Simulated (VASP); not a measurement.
InSb: single point with PBE

InSb:

```xyz
2
Lattice="0.0000 3.1419 3.2877 3.1419 0.0000 3.2877 3.1419 3.1419 0.0000" Properties=species:S:1:pos:R:3 pbc="T T T"
In    0.0000    0.0000    0.0000
Sb    4.7129    4.7129    4.9315
```

This cell differs from its parent crystal: strain -0.030 along x and y, +0.015 along z.

```json
{"Program": "VASP 6.6.1", "Task": "single point", "Functional": "PBE", "Potentials or basis": "VASP PAW PBE potentials, release 64 (In_d, Sb)", "Cutoff": "520 eV", "k mesh": "12 × 12 × 12", "Occupations": "gaussian, width 0.15 eV", "Spin": "no spin polarisation", "Dipole correction": "no", "Further INCAR settings": "ALGO = Normal; EDIFF = 1e-06; NBANDS = 16"}
```

The pressure is 5.7 GPa and the band gap on the k mesh is zero (filled and empty bands touch).

Stress tensor (GPa, compression positive):
```
6.11 0.00 0.00
0.00 6.11 0.00
0.00 0.00 4.86
```

Levels at points of the mesh, in eV from the Fermi level:
```tsv
k point	band 6	band 7	band 8	band 9	band 10	band 11	band 12	band 13
(0.00, 0.00, 0.00)	-11.19	-0.34	-0.11	-0.09	-0.09	2.75	2.75	2.86
(0.50, 0.00, 0.00)	-9.70	-6.02	-1.41	-1.09	0.42	3.55	3.77	5.90
(0.50, 0.50, 0.00)	-9.13	-6.44	-2.42	-2.42	1.26	1.36	8.23	8.23
(0.50, 0.00, 0.50)	-8.99	-6.22	-2.69	-2.66	1.01	1.01	8.08	8.24
```

Wall time 3.7 min on 1 thread of Intel Xeon 8259CL, on a shared host, peak memory 0.33 GiB.

Caveat: the cell differs from its parent crystal (strain -0.030 along x and y, +0.015 along z); the cell stands under pressure; semilocal functionals underestimate gaps, and a narrow one can read as zero; spin-orbit coupling is left out, which moves the levels of the heavy elements.
